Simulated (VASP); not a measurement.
Here is a VASP 6.6.1 calculation.

Contents of INCAR:

```
SYSTEM = AlN
PREC = Accurate
ENCUT = 520
EDIFF = 1E-7
ISMEAR = 0
SIGMA = 0.02
LREAL = .False.
LASPH = .True.
NELM = 60
ALGO = Normal
ISIF = 2
LWAVE = .False.
LCHARG = .False.
GGA = PE
NBANDS = 11
```

KPOINTS

```
Automatic mesh
0
Gamma
  10 10 10
  0 0 0
```

Contents of POSCAR:

```
AlN
1.0
   -0.0121460725      1.9779787448      1.9474609748
    1.9779787448     -0.0121460725      1.9474609748
    1.9658326723      1.9658326723      0.0000000000
Al N
1 1
Direct
    0.5147455073      0.5147455073      0.4852544927
   -0.0147455073     -0.0147455073      0.0147455073
```

Potentials or basis: VASP PAW PBE potentials, release 64 (Al, N).

Command:

```console
$ cat potpaw_PBE.64/Al/POTCAR potpaw_PBE.64/N/POTCAR > POTCAR
$ mpirun -np 1 vasp_std > vasp.out
```

(1) Estimate the pressure.

(2) Predict the largest force.

## Answers

(1) 34.1 GPa.

(2) 1.587 eV/Å.

Caveat: the cell differs from its parent crystal (strained and its atoms moved); forces of over 1 eV/Å act on the atoms, so gaps and moduli don't describe the material at rest.
